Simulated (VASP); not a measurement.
# AlSn4 (Im-3m) in VASP: notebook, part 2 of 3

VASP 6.6.1. The steps go on from the part before.

## 4. Single point, PBE

This run uses another cell than the first one, of 28.96 Å³/atom, 1.123 times its volume.

INCAR reads:

```
PREC = Accurate
ENCUT = 520
EDIFF = 1E-7
ISMEAR = 0
SIGMA = 0.1
LREAL = False
LASPH = True
NELM = 80
ALGO = Fast
ISIF = 2
LWAVE = False
LCHARG = False
GGA = PE
NBANDS = 38
```

KPOINTS reads:

```
Automatic mesh
0
Gamma
  8 8 8
```

POSCAR reads:

```
AlSn4
1.0
   -3.3081247900      3.3081247900      3.3081247900
    3.3081247900     -3.3081247900      3.3081247900
    3.3081247900      3.3081247900     -3.3081247900
Al Sn
1 4
Direct
    0.0000000000      0.0000000000      0.0000000000
    0.0000000000      0.0000000000      0.5000000000
    0.5000000000      0.0000000000      0.0000000000
    0.0000000000      0.5000000000      0.0000000000
    0.5000000000      0.5000000000      0.5000000000
```

Potentials or basis: VASP PAW PBE potentials, release 64 (Al, Sn_d).

On the command line:

```console
> cat potpaw_PBE.64/Al/POTCAR potpaw_PBE.64/Sn_d/POTCAR > POTCAR
> mpirun -np 1 vasp_std > vasp.out
```

OUTCAR:

```text
PREC = Accurate
   ENCUT = 520
   EDIFF = 1E-7
   ISMEAR = 0
   LREAL = False
   LASPH = True
   NELM = 80
   ISIF = 2
   GGA = PE

 ion  position               nearest neighbor table
   1  0.000  0.000  0.000-   2 2.86   3 2.86   4 2.86   5 2.86   2 2.86   4 2.86   3 2.86   5 2.86

   2  0.000  0.000  0.500-   1 2.86   1 2.86   4 3.31   5 3.31   3 3.31   4 3.31   3 3.31   5 3.31

   3  0.500  0.000  0.000-   1 2.86   1 2.86   4 3.31   5 3.31   5 3.31   2 3.31   2 3.31   4 3.31

   4  0.000  0.500  0.000-   1 2.86   1 2.86   3 3.31   5 3.31   2 3.31   2 3.31   5 3.31   3 3.31

   5  0.500  0.500  0.500-   1 2.86   1 2.86   3 3.31   4 3.31   3 3.31   4 3.31   2 3.31   2 3.31

  LATTYP: Found a body centered cubic cell.
 ALAT       =     6.6162495800

  Lattice vectors:

 A1 = (  -3.3081247900,   3.3081247900,   3.3081247900)
 A2 = (   3.3081247900,  -3.3081247900,   3.3081247900)
 A3 = (   3.3081247900,   3.3081247900,  -3.3081247900)

Analysis of symmetry for initial positions (statically):
=====================================================================
 Subroutine PRICEL returns:
 Original cell was already a primitive cell.

 Routine SETGRP: Setting up the symmetry group for a
 body centered cubic supercell.

 Subroutine GETGRP returns: Found 48 space group operations
 (whereof 48 operations were pure point group operations)
 out of a pool of 48 trial point group operations.

The static configuration has the point symmetry O_h .

Analysis of symmetry for dynamics (positions and initial velocities):
=====================================================================
 Subroutine PRICEL returns:
 Original cell was already a primitive cell.

 Routine SETGRP: Setting up the symmetry group for a
 body centered cubic supercell.

 Subroutine GETGRP returns: Found 48 space group operations
 (whereof 48 operations were pure point group operations)
 out of a pool of 48 trial point group operations.

The dynamic configuration has the point symmetry O_h .

 Subroutine INISYM returns: Found 48 space group operations
 (whereof 48 operations are pure point group operations),
 and found     1 'primitive' translations

----------------------------------------------------------------------------------------

                                     Primitive cell

  volume of cell :     144.8124

  direct lattice vectors                    reciprocal lattice vectors
    -3.308124790  3.308124790  3.308124790     0.000000000  0.151143029  0.151143029
     3.308124790 -3.308124790  3.308124790     0.151143029  0.000000000  0.151143029
     3.308124790  3.308124790 -3.308124790     0.151143029  0.151143029  0.000000000

  length of vectors
     5.729840214  5.729840214  5.729840214     0.213748521  0.213748521  0.213748521

  position of ions in fractional coordinates (direct lattice)
     0.000000000  0.000000000  0.000000000
     0.000000000  0.000000000  0.500000000
     0.500000000  0.000000000  0.000000000
     0.000000000  0.500000000  0.000000000
     0.500000000  0.500000000  0.500000000

  ion indices of the primitive-cell ions
   primitive index   ion index
                 1           1
                 2           2
                 3           3
                 4           4
[... 21 lines left out ...]
     0.000000000  0.000000000  0.000000000

 Subroutine IBZKPT returns following result:
 ===========================================

 Found     29 irreducible k-points:

 Following reciprocal coordinates:
            Coordinates               Weight
  0.000000  0.000000  0.000000      1.000000
  0.125000  0.000000  0.000000     12.000000
  0.250000  0.000000  0.000000     12.000000
  0.375000  0.000000  0.000000     12.000000
  0.500000  0.000000  0.000000      6.000000
  0.125000  0.125000  0.000000     24.000000
[... 16 lines left out ...]
 -0.250000  0.250000  0.250000      6.000000
 -0.375000  0.375000  0.250000     24.000000
 [... further k-points ...]
   k-points           NKPTS =     29   k-points in BZ     NKDIM =     29   number of bands    NBANDS=     38
   number of dos      NEDOS =    301   number of ions     NIONS =      5
   total plane-waves  NPLWV = 110592
   dimension x,y,z NGX =    48 NGY =   48 NGZ =   48
   dimension x,y,z NGXF=    96 NGYF=   96 NGZF=   96
   ions per type =               1   4
   NGX,Y,Z   is equivalent  to a cutoff of  13.93, 13.93, 13.93 a.u.
   NGXF,Y,Z  is equivalent  to a cutoff of  27.85, 27.85, 27.85 a.u.
 SYSTEM =  unknown system
   PREC   = accura    normal or accurate (medium, high low for compatibility)
   ISTART =      0    job   : 0-new  1-cont  2-samecut
   ICHARG =      2    charge: 1-file 2-atom 10-const
   ISPIN  =      1    spin polarized calculation?
   LNONCOLLINEAR =      F non collinear calculations
   LSORBIT =      F    spin-orbit coupling
   LASPH  =      T    aspherical Exc in radial PAW
   ENCUT  =  520.0 eV  38.22 Ry    6.18 a.u.  10.65 10.65 10.65*2*pi/ulx,y,z
   NELM   =     80;   NELMIN=  2; NELMDL= -5     # of ELM steps
   EDIFF  = 0.1E-06   stopping-criterion for ELM
   LREAL  =      F    real-space projection
   EDIFFG = 0.1E-05   stopping-criterion for IOM
   NSW    =      0    number of steps for IOM
   IBRION =     -1    ionic relax: 0-MD 1-quasi-New 2-CG
   NFREE  =      0    steps in history (QN), initial steepest desc. (CG)
   ISIF   =      2    stress and relaxation
   ISYM   =      2    0-nonsym 1-usesym 2-fastsym
   POTIM  = 0.5000    time-step for ionic-motion
   TEBEG  =    0.0;   TEEND  =   0.0 temperature during run
   PSTRESS=    0.0 pullay stress
   NELECT =      59.0000    total number of electrons
   NUPDOWN=      -1.0000    fix difference up-down
   EMIN   =  10.00;   EMAX   =-10.00  energy-range for DOS
   EFERMI =   0.00;   METHOD = LEGACY
   ISMEAR =     0;   SIGMA  =   0.10  broadening in eV -4-tet -1-fermi 0-gaus
   EFERMI_NEDOS =   21; number of points for ismear=-14 and -15
   IALGO  =     68    algorithm
   IMIX   =      4    mixing-type and parameters
     AMIX     =   0.40;   BMIX     =  1.00
     AMIX_MAG =   1.60;   BMIX_MAG =  1.00
  volume/ion in A,a.u.               =      28.96       195.45
  Fermi-wavevector in a.u.,A,eV,Ry     =   1.213641  2.293449 20.040359  1.472925
  Thomas-Fermi vector in A             =   2.349087
   LORBIT       =      0    0 simple, 1 ext, 2 COOP (PROOUT), +10 PAW based schemes
   GGA     = PE    functional components
   LHFCALC =     F    Hartree Fock is set to
   AEXX    =    0.0000 exact exchange contribution
   IVDW    =     0    specifies the selected vdW correction
   LEPSILON=     F    determine dielectric tensor
   LRPA    =     F    only Hartree local field effects (RPA)
 non-spin polarized calculation
 RMM-DIIS sequential band-by-band and
 Gauss-broadening in eV      SIGMA  =   0.10
  energy-cutoff  :      520.00
  volume of cell :      144.81
 maximum number of plane-waves:      3931
 NGX is ok and might be reduce to    48
   NGX = 21   NGY = 21   NGZ = 21

 number of electron      59.0000016 magnetization

 Free energy of the ion-electron system (eV)
  ---------------------------------------------------
  ext. energy  EPLUGINS =         0.00000000
  ---------------------------------------------------
  free energy    TOTEN  =       -18.23157944 eV

  energy without entropy =      -18.21800232  energy(sigma->0) =      -18.22479088

 E-fermi :   6.3147     XC(G=0):  -9.5292

 val. band max:        6.2977120275   @ k =   0.2500   0.1250   0.0000
 cond. band min:       6.3569387591   @ k =   0.3750   0.1250   0.1250
 fundamental gap:      0.0592267316
 Fermi energy:         6.3147355018

 k-point     1 :       0.0000    0.0000    0.0000
  band No.  band energies     occupation
      1     -15.1627      2.00000
      2     -15.1627      2.00000
      3     -15.1169      2.00000
      4     -15.0894      2.00000
      5     -15.0894      2.00000
      6     -15.0747      2.00000
[... 973 lines left out ...]
     37      11.3829      0.00000
     38      11.5548      0.00000

 [... further k-points ...]
[... 5 lines left out ...]
  --------------------------------------------------------------------------------------
  -------------------------------------------------------------------------------------
  Total       -0.0850614     -0.0850614     -0.0850614      0.0000000     -0.0000000      0.0000000
  in kB       -0.9411036     -0.9411036     -0.9411036      0.0000000     -0.0000000      0.0000000
  external PRESSURE =      -0.9411036 kB  Pullay stress =       0.0000000 kB

 VOLUME and BASIS-vectors are now :
 -----------------------------------------------------------------------------
  energy-cutoff  :      520.00
  volume of cell :      144.81
      direct lattice vectors                 reciprocal lattice vectors
    -3.308124790  3.308124790  3.308124790     0.000000000  0.151143029  0.151143029
     3.308124790 -3.308124790  3.308124790     0.151143029  0.000000000  0.151143029
     3.308124790  3.308124790 -3.308124790     0.151143029  0.151143029  0.000000000

 POSITION                                       TOTAL-FORCE (eV/Angst)
 -----------------------------------------------------------------------------------
      0.00000      0.00000      0.00000        -0.000000      0.000000     -0.000000
      1.65406      1.65406     -1.65406         0.000000      0.000000      0.000000
     -1.65406      1.65406      1.65406         0.000000      0.000000     -0.000000
      1.65406     -1.65406      1.65406        -0.000000     -0.000000      0.000000
      1.65406      1.65406      1.65406        -0.000000      0.000000     -0.000000
 -----------------------------------------------------------------------------------
    total drift:                                0.000000      0.000000     -0.000000

  FREE ENERGIE OF THE ION-ELECTRON SYSTEM (eV)
  ---------------------------------------------------
  free  energy   TOTEN  =       -18.2315794427 eV

  energy  without entropy=      -18.2180023180  energy(sigma->0) =      -18.22479088
```

OSZICAR:

```text
N       E                     dE             d eps       ncg     rms          rms(c)
DAV:   1     0.583174681681E+03    0.58317E+03   -0.28794E+04  2264   0.217E+03
DAV:   2     0.617380537295E+02   -0.52144E+03   -0.51117E+03  2204   0.580E+02
DAV:   3    -0.145527838355E+02   -0.76291E+02   -0.74903E+02  2538   0.190E+02
DAV:   4    -0.183217292553E+02   -0.37689E+01   -0.37454E+01  2550   0.458E+01
[... 13 lines left out ...]
RMM:  18    -0.182315805787E+02    0.38075E-06   -0.85820E-08  1506   0.191E-03    0.725E-03
RMM:  19    -0.182315801411E+02    0.43764E-06   -0.56074E-08  1331   0.202E-03    0.495E-03
RMM:  20    -0.182315797105E+02    0.43063E-06   -0.10074E-07  1446   0.252E-03    0.232E-03
RMM:  21    -0.182315795401E+02    0.17036E-06   -0.53769E-08  1327   0.193E-03    0.121E-03
RMM:  22    -0.182315794427E+02    0.97386E-07   -0.45826E-08  1395   0.151E-03
   1 F= -.18231579E+02 E0= -.18224791E+02  d E =-.135771E-01
```

Wall time 4.7 min (1 thread of AMD EPYC 7R43 (Zen 3), shared host); peak memory 0.36 GiB.

What came out:

| Item | Value |
| --- | --- |
| Free energy | -18.2316 eV |
| Pressure | -0.1 GPa |

Levels at points of the mesh, in eV from the Fermi level:
```
           k point  band 26  band 27  band 28  band 29  band 30  band 31  band 32  band 33
(0.00, 0.00, 0.00)    -3.68    -3.68    -2.01    -1.84    -1.84    -1.84     2.50     2.50
(0.50, 0.00, 0.00)    -3.56    -0.91    -0.90    -0.15     0.33     0.85     0.87     1.89
(0.50, 0.50, 0.50)    -3.84    -2.75    -0.65    -0.65    -0.65     2.71     2.71     2.71
```

Caveat: spin-orbit coupling is left out, which moves the levels of the heavy elements.

## 5. Relaxation of cell and atoms, PBE

INCAR reads:

```
PREC = Accurate ; ENCUT = 600
EDIFF = 1E-7 ; ISMEAR = 0
SIGMA = 0.1 ; LREAL = False
LASPH = True ; NELM = 100
ALGO = Fast ; ISIF = 3
LWAVE = False ; LCHARG = False
GGA = PE ; IBRION = 2
NSW = 90 ; EDIFFG = -0.04
```

KPOINTS reads:

```
Automatic mesh
0
Gamma
  4 4 4
```

Edit POSCAR of step 4 so:

```diff
@@ -2,5 +2,5 @@
 1.0
-   -3.3081247900      3.3081247900      3.3081247900
-    3.3081247900     -3.3081247900      3.3081247900
-    3.3081247900      3.3081247900     -3.3081247900
+   -3.1826353700      3.1826353700      3.1826353700
+    3.1826353700     -3.1826353700      3.1826353700
+    3.1826353700      3.1826353700     -3.1826353700
 Al Sn
```

On the command line:

```console
> cat potpaw_PBE.64/Al/POTCAR potpaw_PBE.64/Sn_d/POTCAR > POTCAR
> mpirun -np 1 vasp_std > vasp.out
```

It took 3 min on 1 thread of AMD EPYC 7R43 (Zen 3), shared host; peak memory 0.31 GiB.

It converged, with:

| Property | Result |
| --- | --- |
| Free energy | -18.2665 eV |
| Relaxed volume | 28.79 Å³/atom |
| Relaxed cell | a = 5.718 Å, b = 5.718 Å, c = 5.718 Å, α = 109.47°, β = 109.47°, γ = 109.47° |
| Space group after relaxing (to 0.05 Å) | Im-3m (No. 229) |
| Energy gained by relaxing | 49.7 meV/atom |
| Ionic steps | 3 |
| Pressure after relaxing | 0.1 GPa |

Step by step:
| step | energy change (eV) | largest force (eV/Å) | pressure (GPa) | volume (Å³) |
| --- | --- | --- | --- | --- |
| 1 | 0.0000 | 0.0000 | 5.65 | 128.95 |
| 2 | -0.2430 | 0.0000 | -0.81 | 146.66 |
| 3 | -0.2484 | 0.0000 | 0.09 | 143.94 |

Final structure:
```cif
data_structure
_symmetry_space_group_name_H-M 'P 1'
_symmetry_Int_Tables_number 1
_cell_length_a 5.7184
_cell_length_b 5.7184
_cell_length_c 5.7184
_cell_angle_alpha 109.471
_cell_angle_beta 109.471
_cell_angle_gamma 109.471
_cell_volume 143.94
loop_
_atom_site_label
_atom_site_type_symbol
_atom_site_fract_x
_atom_site_fract_y
_atom_site_fract_z
_atom_site_occupancy
Al1 Al 0.00000 0.00000 0.00000 1
Sn1 Sn 0.00000 0.00000 0.50000 1
Sn2 Sn 0.50000 0.00000 0.00000 1
Sn3 Sn 0.00000 0.50000 0.00000 1
Sn4 Sn 0.50000 0.50000 0.50000 1
```

Levels at points of the mesh, in eV from the Fermi level:
```tsv
k point	band 26	band 27	band 28	band 29	band 30	band 31	band 32	band 33
(0.00, 0.00, 0.00)	-3.90	-3.90	-2.18	-2.08	-2.08	-2.08	2.27	2.27
(0.50, 0.00, 0.00)	-3.79	-1.13	-1.13	-0.38	0.11	0.67	0.67	1.67
(0.50, 0.50, 0.50)	-4.09	-2.94	-0.87	-0.87	-0.87	2.52	2.52	2.53
```

Caveat: spin-orbit coupling is left out, which moves the levels of the heavy elements.

(Part 2 of 3 ends here.)
